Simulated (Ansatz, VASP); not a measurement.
# Zr2Cu3Sb3: VASP beside Ansatz

```xyz
8
Lattice="4.2697 0.0000 0.0000 0.0000 4.2697 0.0000 0.0000 0.0000 8.5788" Properties=species:S:1:pos:R:3 pbc="T T T"
Sb    0.0041   -0.0144    5.6702
Sb   -0.0247    2.1652    0.1754
Sb    2.1712    0.0034    0.1915
Zr   -0.0065   -0.0230    2.3572
Zr    2.1132    2.1479    6.3493
Cu    2.1550    2.1109    2.8680
Cu   -0.0370    2.1149    4.1252
Cu    2.1977   -0.0115    4.1726
```

Change from the starting cell: atoms moved at random, drawn with an rms of 0.05 Å.

Alike in both runs: task single point; functional PBE; k mesh 6 × 6 × 3; occupations fermi-dirac, width 0.05 eV; no spin polarisation.

|  | VASP | Ansatz |
| --- | --- | --- |
| version | VASP 6.6.1 | Ansatz 0.2.0 |
| potentials or method | VASP PAW PBE potentials, release 64 (Sb, Zr_sv, Cu) | Ansatz PAW |
| plane-wave cutoff (eV) | 520 | 420 |
| valence electrons in the cell | 72 | 126 |

```csv
,VASP,Ansatz,Ansatz less VASP
gap on the k mesh at the Fermi level (eV),none,none,-
pressure (GPa),0.6,0.5,-0.13
"traceless stress, the component that is largest in VASP (GPa)",0.53,0.54,+0.002
rms of the force components (eV/Å),0.245,0.239,-0.0062
```

Atom by atom the forces differ by 0.009 eV/Å (rms over components). A gap of «none» marks a metal or a gap that the smearing closes. VASP's potentials hold 72 valence electrons a cell and Ansatz's 126, so a difference there can come from the potentials and not from the codes.

Spin-orbit coupling is off throughout.
